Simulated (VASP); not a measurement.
# GaAs (qscan) (F-43m) in VASP: a series of runs

GaAs (qscan) is run at these levels: r2SCAN; tasks: single point, relaxation of cell and atoms.

Everything below comes from runs of VASP 6.6.1. Logs are shortened: lines on timing, memory, paths and dates and some standing lists are left out, and cuts for length are marked.

### Step 1. The cell of the first run

Symmetry: F-43m, No. 216, cubic system. The conventional cell has a = 5.750 Å, b = 5.750 Å, c = 5.750 Å, α = 90.00°, β = 90.00°, γ = 90.00°. Ga (site symmetry -43m) has 4 As at 2.49 Å within 3.3 Å. As (site symmetry -43m) has 4 Ga at 2.49 Å within 3.3 Å.

### Step 2. Single point, r2SCAN

The input, POSCAR:

```
GaAs
1.0
    0.0000000000      2.8750910500      2.8750910500
    2.8750910500      0.0000000000      2.8750910500
    2.8750910500      2.8750910500      0.0000000000
Ga As
1 1
Direct
    0.0000000000      0.0000000000      0.0000000000
    0.7500000000      0.7500000000      0.7500000000
```

The input, INCAR.step1:

```
PREC = Accurate
ENCUT = 520
ISMEAR = 0
SIGMA = 0.1
LREAL = False
LASPH = True
NELM = 100
NBANDS = 16
GGA = PE
ALGO = Normal
EDIFF = 1E-4
LWAVE = True
LCHARG = False
```

The input, INCAR.step2:

```
PREC = Accurate
ENCUT = 520
EDIFF = 1E-6
ISMEAR = 0
SIGMA = 0.1
LREAL = False
LASPH = True
NELM = 100
ALGO = Normal
ISIF = 2
LWAVE = False
LCHARG = False
METAGGA = R2SCAN
LMIXTAU = True
NBANDS = 16
ISTART = 1
```

The input, KPOINTS:

```
Automatic mesh
0
Gamma
  6 6 6
```

Potentials or basis: VASP PAW PBE potentials, release 64 (Ga_d, As).

On the command line:

```console
cat potpaw_PBE.64/Ga_d/POTCAR potpaw_PBE.64/As/POTCAR > POTCAR
cp INCAR.step1 INCAR
mpirun -np 1 vasp_std > vasp.out
cp INCAR.step2 INCAR
mpirun -np 1 vasp_std > vasp.out
```

OUTCAR:

```text
PREC = Accurate
   ENCUT = 520
   EDIFF = 1E-6
   ISMEAR = 0
   LREAL = False
   LASPH = True
   NELM = 100
   ISIF = 2
   METAGGA = R2SCAN
   ISTART = 1

 ion  position               nearest neighbor table
   1  0.000  0.000  0.000-   2 2.49   2 2.49   2 2.49   2 2.49
   2  0.750  0.750  0.750-   1 2.49   1 2.49   1 2.49   1 2.49

  LATTYP: Found a face centered cubic cell.
 ALAT       =     5.7501821000

  Lattice vectors:

 A1 = (   0.0000000000,   2.8750910500,   2.8750910500)
 A2 = (   2.8750910500,   0.0000000000,   2.8750910500)
 A3 = (   2.8750910500,   2.8750910500,   0.0000000000)

Analysis of symmetry for initial positions (statically):
=====================================================================
 Subroutine PRICEL returns:
 Original cell was already a primitive cell.

 Routine SETGRP: Setting up the symmetry group for a
 face centered cubic supercell.

 Subroutine GETGRP returns: Found 24 space group operations
 (whereof 24 operations were pure point group operations)
 out of a pool of 48 trial point group operations.

The static configuration has the point symmetry T_d .

Analysis of symmetry for dynamics (positions and initial velocities):
=====================================================================
 Subroutine PRICEL returns:
 Original cell was already a primitive cell.

 Routine SETGRP: Setting up the symmetry group for a
 face centered cubic supercell.

 Subroutine GETGRP returns: Found 24 space group operations
 (whereof 24 operations were pure point group operations)
 out of a pool of 48 trial point group operations.

The dynamic configuration has the point symmetry T_d .

 Subroutine INISYM returns: Found 24 space group operations
 (whereof 24 operations are pure point group operations),
 and found     1 'primitive' translations

----------------------------------------------------------------------------------------

                                     Primitive cell

  volume of cell :      47.5319

  direct lattice vectors                    reciprocal lattice vectors
     0.000000000  2.875091050  2.875091050    -0.173907536  0.173907536  0.173907536
     2.875091050  0.000000000  2.875091050     0.173907536 -0.173907536  0.173907536
     2.875091050  2.875091050  0.000000000     0.173907536  0.173907536 -0.173907536

  length of vectors
     4.065992756  4.065992756  4.065992756     0.301216688  0.301216688  0.301216688

[... 70 lines left out ...]
   NELM   =    100;   NELMIN=  2; NELMDL=  0     # of ELM steps
   EDIFF  = 0.1E-05   stopping-criterion for ELM
   LREAL  =      F    real-space projection
   EDIFFG = 0.1E-04   stopping-criterion for IOM
   NSW    =      0    number of steps for IOM
   IBRION =     -1    ionic relax: 0-MD 1-quasi-New 2-CG
   NFREE  =      0    steps in history (QN), initial steepest desc. (CG)
   ISIF   =      2    stress and relaxation
   ISYM   =      2    0-nonsym 1-usesym 2-fastsym
   POTIM  = 0.5000    time-step for ionic-motion
   TEBEG  =    0.0;   TEEND  =   0.0 temperature during run
   PSTRESS=    0.0 pullay stress
   NELECT =      18.0000    total number of electrons
   NUPDOWN=      -1.0000    fix difference up-down
   EMIN   =  10.00;   EMAX   =-10.00  energy-range for DOS
   EFERMI =   0.00;   METHOD = LEGACY
   ISMEAR =     0;   SIGMA  =   0.10  broadening in eV -4-tet -1-fermi 0-gaus
   EFERMI_NEDOS =   21; number of points for ismear=-14 and -15
   IALGO  =     38    algorithm
   IMIX   =      4    mixing-type and parameters
     AMIX     =   0.40;   BMIX     =  1.00
     AMIX_MAG =   1.60;   BMIX_MAG =  1.00
  volume/ion in A,a.u.               =      23.77       160.38
  Fermi-wavevector in a.u.,A,eV,Ry     =   1.184415  2.238221 19.086796  1.402840
  Thomas-Fermi vector in A             =   2.320630
   LORBIT       =      0    0 simple, 1 ext, 2 COOP (PROOUT), +10 PAW based schemes
   METAGGA = R2SCAN    functional components
   LHFCALC =     F    Hartree Fock is set to
   AEXX    =    0.0000 exact exchange contribution
   IVDW    =     0    specifies the selected vdW correction
   LEPSILON=     F    determine dielectric tensor
   LRPA    =     F    only Hartree local field effects (RPA)
 non-spin polarized calculation
 Gauss-broadening in eV      SIGMA  =   0.10
  energy-cutoff  :      520.00
  volume of cell :       47.53
 maximum number of plane-waves:      1303
   NGX = 15   NGY = 15   NGZ = 15

 number of electron      17.9999988 magnetization

 Free energy of the ion-electron system (eV)
  ---------------------------------------------------
  ext. energy  EPLUGINS =         0.00000000
  ---------------------------------------------------
  free energy    TOTEN  =       -27.01785073 eV

  energy without entropy =      -27.01785059  energy(sigma->0) =      -27.01785066

 E-fermi :   3.5247     XC(G=0): -10.0109

 val. band max:        3.2195125440   @ k =   0.0000   0.0000   0.0000
 cond. band min:       3.8121913686   @ k =   0.0000   0.0000   0.0000
 fundamental gap:      0.5926788246
 Fermi energy:         3.5246578336

 k-point     1 :       0.0000    0.0000    0.0000
  band No.  band energies     occupation
      1     -11.9472      2.00000
      2     -11.9472      2.00000
      3     -11.9472      2.00000
      4     -11.8700      2.00000
      5     -11.8700      2.00000
      6      -9.6263      2.00000
[... 281 lines left out ...]
      3     -11.9057      2.00000
      4     -11.8832      2.00000
      5     -11.8633      2.00000
      6      -7.1856      2.00000
[... 8 lines left out ...]
     15      15.7374      0.00000
     16      17.0252      0.00000

------------------------ aborting loop because EDIFF is reached ----------------------------------------

  FORCE on cell =-STRESS in cart. coord.  units (eV):
  Direction    XX          YY          ZZ          XY          YZ          ZX
  --------------------------------------------------------------------------------------
  -------------------------------------------------------------------------------------
  Total       -0.8358629     -0.8358629     -0.8358629      0.0000000      0.0000000      0.0000000
  in kB      -28.1747979    -28.1747979    -28.1747979      0.0000000      0.0000000      0.0000000
  external PRESSURE =     -28.1747979 kB  Pullay stress =       0.0000000 kB

 VOLUME and BASIS-vectors are now :
 -----------------------------------------------------------------------------
  energy-cutoff  :      520.00
  volume of cell :       47.53
      direct lattice vectors                 reciprocal lattice vectors
     0.000000000  2.875091050  2.875091050    -0.173907536  0.173907536  0.173907536
     2.875091050  0.000000000  2.875091050     0.173907536 -0.173907536  0.173907536
     2.875091050  2.875091050  0.000000000     0.173907536  0.173907536 -0.173907536

 POSITION                                       TOTAL-FORCE (eV/Angst)
 -----------------------------------------------------------------------------------
      0.00000      0.00000      0.00000         0.000000     -0.000000     -0.000000
      4.31264      4.31264      4.31264        -0.000000      0.000000      0.000000
 -----------------------------------------------------------------------------------
    total drift:                                0.000002      0.000002      0.000002

  FREE ENERGIE OF THE ION-ELECTRON SYSTEM (eV)
  ---------------------------------------------------
  free  energy   TOTEN  =       -27.0178507264 eV

  energy  without entropy=      -27.0178505885  energy(sigma->0) =      -27.01785066
```

OUTCAR.step1:

```text
PREC = Accurate
   ENCUT = 520
   ISMEAR = 0
   LREAL = False
   LASPH = True
[... 514 lines left out ...]
      0.00000      0.00000      0.00000        -0.000000     -0.000000     -0.000000
      4.31264      4.31264      4.31264         0.000000      0.000000      0.000000
 -----------------------------------------------------------------------------------
    total drift:                               -0.000002     -0.000002     -0.000002

  FREE ENERGIE OF THE ION-ELECTRON SYSTEM (eV)
  ---------------------------------------------------
  free  energy   TOTEN  =        -8.2510793254 eV

  energy  without entropy=       -8.2505503272  energy(sigma->0) =       -8.25081483
```

Run time: 24 s. Hardware: 1 thread of Intel Xeon 6975P-C (Granite Rapids), shared host; peak memory 0.17 GiB.

What came out:

```yaml
Free_energy: -27.0179 eV
Pressure: -2.8 GPa
Band_gap_on_the_k_mesh: 0.59 eV, direct
```

Caveat: the PAW data sets were made with another functional, which shifts forces and pressure a little. r2SCAN opens gaps a little over a GGA but as a rule still falls short of measured ones.

### Step 3. Single point, r2SCAN

This run uses another cell than the first one, of 22.73 Å³/atom, 0.956 times its volume.

The input, POSCAR:

```
GaAs
1.0
    0.0000000000      2.8327793772      2.8327793772
    2.8327793772      0.0000000000      2.8327793772
    2.8327793772      2.8327793772      0.0000000000
Ga As
1 1
Direct
    0.0000000000      0.0000000000      0.0000000000
    0.7500000000      0.7500000000      0.7500000000
```

The input, INCAR.step1:

```
PREC     = Accurate       # precision mode
ENCUT    = 520            # plane-wave cutoff, eV
ISMEAR   = 0              # smearing method
SIGMA    = 0.02           # smearing width, eV
LREAL    = False          # projectors in reciprocal space
LASPH    = True           # aspherical terms in the spheres
NELM     = 80             # most SCF steps
NBANDS   = 16             # bands
GGA      = PE             # functional
ALGO     = Normal         # electronic algorithm
EDIFF    = 1E-4           # SCF threshold, eV
LWAVE    = True           # write WAVECAR
LCHARG   = False          # write CHGCAR
```

The input, INCAR.step2:

```
PREC     = Accurate       # precision mode
ENCUT    = 520            # plane-wave cutoff, eV
EDIFF    = 1E-6           # SCF threshold, eV
ISMEAR   = 0              # smearing method
SIGMA    = 0.02           # smearing width, eV
LREAL    = False          # projectors in reciprocal space
LASPH    = True           # aspherical terms in the spheres
NELM     = 80             # most SCF steps
ALGO     = Normal         # electronic algorithm
ISIF     = 2              # what is computed and relaxed
LWAVE    = False          # write WAVECAR
LCHARG   = False          # write CHGCAR
METAGGA  = R2SCAN         # meta-GGA
LMIXTAU  = True         
NBANDS   = 16             # bands
ISTART   = 1
```

The input, KPOINTS:

```
regular mesh
0
Gamma
  8 8 8
```

Potentials or basis: VASP PAW PBE potentials, release 64 (Ga_d, As).

On the command line:

```console
cat potpaw_PBE.64/Ga_d/POTCAR potpaw_PBE.64/As/POTCAR > POTCAR
cp INCAR.step1 INCAR
mpirun -np 1 vasp_std > vasp.out
cp INCAR.step2 INCAR
mpirun -np 1 vasp_std > vasp.out
```

Wall time 35 s (1 thread of Intel Xeon 6975P-C (Granite Rapids), shared host); peak memory 0.18 GiB.

The run converged. Its results:

| Quantity | Value |
| --- | --- |
| Free energy | -27.0532 eV |
| Pressure | 0.2 GPa |
| Band gap on the k mesh | 0.95 eV, direct |

Levels at points of the mesh, in eV from the valence-band top:
| k point | band 5 | band 6 | band 7 | band 8 | band 9 | band 10 | band 11 | band 12 | band 13 | band 14 |
| --- | --- | --- | --- | --- | --- | --- | --- | --- | --- | --- |
| (0.00, 0.00, 0.00) | -15.14 | -13.16 | 0.00 | 0.00 | 0.00 | 0.95 | 4.04 | 4.04 | 4.04 | 8.23 |
| (0.50, 0.00, 0.00) | -15.13 | -11.33 | -6.78 | -1.17 | -1.17 | 1.34 | 4.99 | 4.99 | 8.28 | 11.09 |
| (0.50, 0.50, 0.00) | -15.12 | -10.56 | -6.96 | -2.75 | -2.75 | 1.77 | 1.95 | 10.81 | 10.81 | 11.69 |

Caveat: the PAW data sets were made with another functional, which shifts forces and pressure a little. A k mesh can miss the band edges.

### Step 4. Relaxation of cell and atoms, r2SCAN

The input, POSCAR:

```
GaAs
1.0
    0.0000000000      2.8750910500      2.8750910500
    2.8750910500      0.0000000000      2.8750910500
    2.8750910500      2.8750910500      0.0000000000
Ga As
1 1
Direct
    0.0000000000      0.0000000000      0.0000000000
    0.7500000000      0.7500000000      0.7500000000
```

The input, INCAR.step1:

```
SYSTEM = GaAs
PREC = Accurate
ENCUT = 600
ISMEAR = 0
SIGMA = 0.02
LREAL = .False.
LASPH = .True.
NELM = 100
GGA = PE
ALGO = Normal
EDIFF = 1E-4
LWAVE = .True.
LCHARG = .False.
```

The input, INCAR.step2:

```
SYSTEM = GaAs
PREC = Accurate
ENCUT = 600
EDIFF = 1E-6
ISMEAR = 0
SIGMA = 0.02
LREAL = .False.
LASPH = .True.
NELM = 100
ALGO = Normal
ISIF = 3
LWAVE = .False.
LCHARG = .False.
METAGGA = R2SCAN
LMIXTAU = .True.
IBRION = 2
NSW = 100
EDIFFG = -0.002
ISTART = 1
```

The input, KPOINTS:

```
regular mesh
0
Gamma
  8 8 8
  0 0 0
```

On the command line:

```console
cat potpaw_PBE.64/Ga_d/POTCAR potpaw_PBE.64/As/POTCAR > POTCAR
cp INCAR.step1 INCAR
mpirun -np 1 vasp_std > vasp.out
cp INCAR.step2 INCAR
mpirun -np 1 vasp_std > vasp.out
```

Wall time 2 min (1 thread of Intel Xeon 6975P-C (Granite Rapids), shared host); peak memory 0.21 GiB.

Results (log left out):

```yaml
Free_energy: -27.0548 eV
Relaxed_volume: 22.77 Å³/atom
Relaxed_cell: a = 4.008 Å, b = 4.008 Å, c = 4.008 Å, α = 60.00°, β = 60.00°, γ = 60.00°
Space_group_after_relaxing_to_0.05_Å: F-43m (No. 216)
Energy_gained_by_relaxing: 9.4 meV/atom
Ionic_steps: 7
Pressure_after_relaxing: 0.0 GPa
Band_gap_on_the_k_mesh: 0.93 eV, direct
```

Step by step:
| step | energy change (eV) | largest force (eV/Å) | pressure (GPa) | volume (Å³) |
| --- | --- | --- | --- | --- |
| 1 | 0.0000 | 0.0000 | -2.84 | 47.53 |
| 2 | -0.0154 | 0.0000 | 1.37 | 44.70 |
| 3 | -0.0188 | 0.0000 | -0.04 | 45.50 |
| 4 | -0.0188 | 0.0000 | 0.13 | 45.46 |
| 5 | -0.0188 | 0.0000 | -0.13 | 45.58 |
| 6 | -0.0188 | 0.0000 | 0.07 | 45.51 |
| 7 | -0.0188 | 0.0000 | 0.01 | 45.53 |

Final structure:
```
CELL_PARAMETERS angstrom
0.00000 2.83419 2.83419
2.83419 0.00000 2.83419
2.83419 2.83419 0.00000
ATOMIC_POSITIONS crystal
Ga 0.00000 0.00000 0.00000
As 0.75000 0.75000 0.75000
```

Levels at points of the mesh, in eV from the valence-band top:
| k point | band 6 | band 7 | band 8 | band 9 | band 10 | band 11 | band 12 | band 13 |
| --- | --- | --- | --- | --- | --- | --- | --- | --- |
| (0.00, 0.00, 0.00) | -13.15 | 0.00 | 0.00 | 0.00 | 0.93 | 4.04 | 4.04 | 4.04 |
| (0.50, 0.00, 0.00) | -11.33 | -6.77 | -1.17 | -1.17 | 1.34 | 4.98 | 4.98 | 8.28 |
| (0.50, 0.50, 0.00) | -10.56 | -6.96 | -2.75 | -2.75 | 1.77 | 1.95 | 10.80 | 10.80 |

Caveat: the PAW data sets were made with another functional, which shifts forces and pressure a little.

### Step 5. Summary

| task | cell | k mesh | cutoff (eV) | smearing | gap on the mesh (eV) | pressure (GPa) |
| --- | --- | --- | --- | --- | --- | --- |
| single point | a = 4.066 Å, angles 60.0°, 2 atoms | 6 × 6 × 6 | 520 | gaussian 0.1 eV | 0.59 | -2.8 |
| single point | a = 4.006 Å, angles 60.0°, 2 atoms | 8 × 8 × 8 | 520 | gaussian 0.02 eV | 0.95 | 0.2 |
| relaxation of cell and atoms | relaxed from a = 4.066 Å, angles 60.0°, 2 atoms | 8 × 8 × 8 | 600 | gaussian 0.02 eV | 0.93 | 0.0 |

Alike in all rows: level r2SCAN; potentials or basis VASP PAW PBE potentials, release 64 (Ga_d, As); no spin polarisation.

Caveats: the PAW data sets were made with another functional, which shifts forces and pressure a little.

Absolute energies hang on the potentials; compare differences alone.
